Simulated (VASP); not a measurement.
## Ca3ZnSe4: single point with RPBE

Ca3ZnSe4:

```
Se Zn Ca
1.0
     6.38183    0.00000    0.00000
     0.00000    6.38183    0.00000
     0.00000    0.00000    6.38183
Se Zn Ca
4 1 3
Direct
  0.23009 0.23009 0.23009
  0.23009 0.76991 0.76991
  0.76991 0.23009 0.76991
  0.76991 0.76991 0.23009
  0.00000 0.00000 0.00000
  0.50000 0.00000 0.50000
  0.50000 0.50000 0.00000
  0.00000 0.50000 0.50000
```

```
Program                : VASP 6.6.1
Task                   : single point
Functional             : RPBE
Potentials or basis    : VASP PAW PBE potentials, release 64 (Se, Zn, Ca_sv)
Cutoff                 : 520 eV
k mesh                 : 4 × 4 × 4
Occupations            : gaussian, width 0.02 eV
Spin                   : no spin polarisation
Dipole correction      : no
Further INCAR settings : ALGO = Normal; EDIFF = 1e-06; NBANDS = 43
```

* Pressure: 1.4 GPa
* Largest force: 0.011 eV/Å
* Band gap on the k mesh: 2.20 eV, indirect (least direct gap 2.27 eV)

Forces on the atoms (eV/Å):
```
Se   0.006  0.006  0.006
Se   0.006 -0.006 -0.006
Se  -0.006  0.006 -0.006
Se  -0.006 -0.006  0.006
Zn   0.000  0.000  0.000
Ca   0.000  0.000  0.000
Ca   0.000  0.000  0.000
Ca   0.000  0.000  0.000
```

Levels at points of the mesh, in eV from the valence-band top:
```csv
k point,band 31,band 32,band 33,band 34,band 35,band 36
"(0.00, 0.00, 0.00)",-0.07,-0.07,-0.07,2.20,3.68,3.68
"(0.50, 0.00, 0.00)",-0.20,0.00,0.00,3.91,3.97,4.00
"(0.50, 0.50, 0.00)",-0.12,-0.12,-0.05,3.90,4.30,4.52
"(0.50, 0.50, 0.50)",-0.09,-0.09,-0.09,2.93,4.87,4.87
```

Run time: 110 s on 1 thread of Intel(R) Xeon(R) Platinum 8375C CPU @ 2.90GHz (Ice Lake), with other jobs on the host, peak memory 0.38 GiB.

Caveat: the PAW data sets were made with another functional, which shifts forces and pressure a little. A k mesh can miss the band edges.
